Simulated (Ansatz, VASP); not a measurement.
**SiO2 in VASP and in Ansatz**

```xyz
6
Lattice="4.1383 0.0000 0.0000 0.0000 4.1383 0.0000 0.0000 0.0000 2.6678" Properties=species:S:1:pos:R:3 pbc="T T T"
Si    0.0000    0.0000    0.0000
Si    2.0691    2.0691    1.3339
O     1.2692    1.2692    0.0000
O     0.7999    3.3384    1.3339
O     2.8691    2.8691    0.0000
O     3.3384    0.7999    1.3339
```

Change from the starting cell: equal xx and yy strain of -1 %.

Alike in both runs: task single point; functional PBE; k mesh 6 × 6 × 9; occupations fermi-dirac, width 0.03 eV; no spin polarisation.

|  | VASP | Ansatz |
| --- | --- | --- |
| version | VASP 6.6.1 | Ansatz 0.2.0 |
| potentials or method | VASP PAW PBE potentials, release 64 (Si, O), cutoff 520 eV | all-electron LAPW, scalar-relativistic |

Ansatz gave:

- gap on the k mesh at the Fermi level (eV): 5.96
- pressure (GPa): 17.5
- traceless stress, the component that is largest in VASP (GPa): -1.83
- rms of the force components (eV/Å): 0.198

Problem. Estimate VASP's values.

Solution. gap on the k mesh at the Fermi level (eV): 5.94; pressure (GPa): 17.7; traceless stress, the component that is largest in VASP (GPa): -1.38; rms of the force components (eV/Å): 0.208.

Atom by atom the forces differ by 0.009 eV/Å (rms over components). Ansatz ran all-electron here, and VASP with PAW potentials.
